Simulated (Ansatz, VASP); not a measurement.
**GaSb: VASP beside Ansatz**

```
Ga Sb
1.0
     0.00000    3.02342    3.02342
     3.02342    0.00000    3.02342
     3.02342    3.02342    0.00000
Ga Sb
1 1
Direct
  0.00000 0.00000 0.00000
  0.25000 0.25000 0.25000
```

Alike in both runs: functional LDA; k mesh 8 × 8 × 8; occupations gaussian, width 0.01 eV; no spin polarisation.

Ansatz relaxed the structure, and its values are those at the end. VASP's run is a single point on that final structure, the one shown.

|  | VASP | Ansatz |
| --- | --- | --- |
| version | VASP 6.6.1 | Ansatz 0.2.0 |
| potentials or method | VASP PAW LDA potentials, release 64 (Ga_d, Sb), cutoff 520 eV | scalar-relativistic, plane waves, PAW |
| valence electrons in the cell | 18 | 28 |

VASP gave:

- gap on the k mesh at the Fermi level (eV): 0.13
- least direct gap on the mesh (eV): 0.13
- pressure (GPa): 0.2

Task: What did Ansatz give for the same quantities?

Result: gap on the k mesh at the Fermi level (eV): 0.08; least direct gap on the mesh (eV): 0.08; pressure (GPa): 0.0.

Ansatz warns that its potentials were made for another functional, while VASP's fit it. LDA's correlation is that of Perdew and Zunger in VASP and of Perdew and Wang (1992) in Ansatz. VASP's potentials hold 18 valence electrons a cell and Ansatz's 28, so a difference there can come from the potentials and not from the codes.

Neither program's run includes spin-orbit coupling.
